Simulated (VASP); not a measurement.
PbS, 2 atoms in the cell. The structure is cubic, space group Pm-3m (No. 221). The conventional cell has a = 3.608 Å, b = 3.608 Å, c = 3.608 Å, α = 90.00°, β = 90.00°, γ = 90.00°. Within 4.1 Å of Pb (site symmetry m-3m) lie 8 S at 3.12 Å and 6 Pb at 3.61 Å. S (site symmetry m-3m) has 8 Pb at 3.12 Å and 6 S at 3.61 Å within 4.1 Å. 

* Program: VASP 6.6.1
* Task: single point
* Functional: PBE-based screened hybrid with 25 % exact exchange
* Potentials or basis: VASP PAW PBE potentials, release 64 (Pb_d, S)
* Cutoff: 520 eV
* k mesh: 4 × 4 × 4
* Occupations: fermi-dirac, width 0.05 eV
* Spin: no spin polarisation
* Dipole correction: no
* Grid for exact exchange (PRECFOCK): Normal
* Share of exact exchange: 0.25
* Further INCAR settings: ALGO = Normal; EDIFF = 1e-06; NBANDS = 17
* Screening parameter: 0.3 1/Å

Potentials or basis: VASP PAW PBE potentials, release 64 (Pb_d, S).

Run with:

```bash
$ cat potpaw_PBE.64/Pb_d/POTCAR potpaw_PBE.64/S/POTCAR > POTCAR
$ cp INCAR.step1 INCAR
$ mpirun -np 1 vasp_std > vasp.out
$ cp INCAR.step2 INCAR
$ mpirun -np 1 vasp_std > vasp.out
```

Hardware: 1 thread of Intel Xeon 8259CL, with other jobs on the host.

Question: Estimate the wall time of this run.

Answer: Wall time 17 min on 1 thread of Intel Xeon 8259CL (shared host), peak memory 0.28 GiB. Counts: k points 10.
